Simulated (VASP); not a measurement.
Set up this calculation in VASP 6.6.1, as the native input.

* Task: single point
* Functional: PBE
* Potentials or basis: VASP PAW PBE potentials, release 64 (Ta_pv, As)
* Cutoff: 520 eV
* k mesh: 8 × 8 × 8
* Occupations: fermi-dirac, width 0.02 eV
* Spin: no spin polarisation
* Dipole correction: no
* Further INCAR settings: ALGO = Normal; EDIFF = 1e-06; NBANDS = 24

The structure of TaAs lies in POSCAR:

```
TaAs
1.0
   -1.7480041342      1.7480041342      5.9314273445
    1.7480041342     -1.7480041342      5.9314273445
    1.7480041342      1.7480041342     -5.9314273445
Ta As
2 2
Direct
    0.5001644894      1.0001644894      0.5000000000
    0.7501644894      0.7501644894      0.0000000000
    0.0824349306      0.5824349306      0.5000000000
    0.3324349306      0.3324349306      0.0000000000
```

One way to write it, as run:

INCAR

```
PREC = Accurate
ENCUT = 520
EDIFF = 1E-6
ISMEAR = -1
SIGMA = 0.02
LREAL = F
LASPH = T
NELM = 100
ALGO = Normal
ISIF = 2
LWAVE = F
LCHARG = T
GGA = PE
LELF = T
LVHAR = T
NBANDS = 24
```

KPOINTS

```
Automatic mesh
0
Gamma
  8 8 8
```

Potentials or basis: VASP PAW PBE potentials, release 64 (Ta_pv, As).

Run with:

```console
$ cat potpaw_PBE.64/Ta_pv/POTCAR potpaw_PBE.64/As/POTCAR > POTCAR
$ mpirun -np 1 vasp_std > vasp.out
```

It gave:

The pressure is -4.5 GPa, the largest force is 0.015 eV/Å and the band gap on the k mesh is zero (bands 16 and 17 overlap by 0.05 eV).

Caveat: the cell stands under tension; spin-orbit coupling is left out, which moves the levels of the heavy elements.

Run time: 100 s on 1 thread of Intel(R) Xeon(R) 6975P-C (Granite Rapids), on a shared host, peak memory 0.38 GiB.
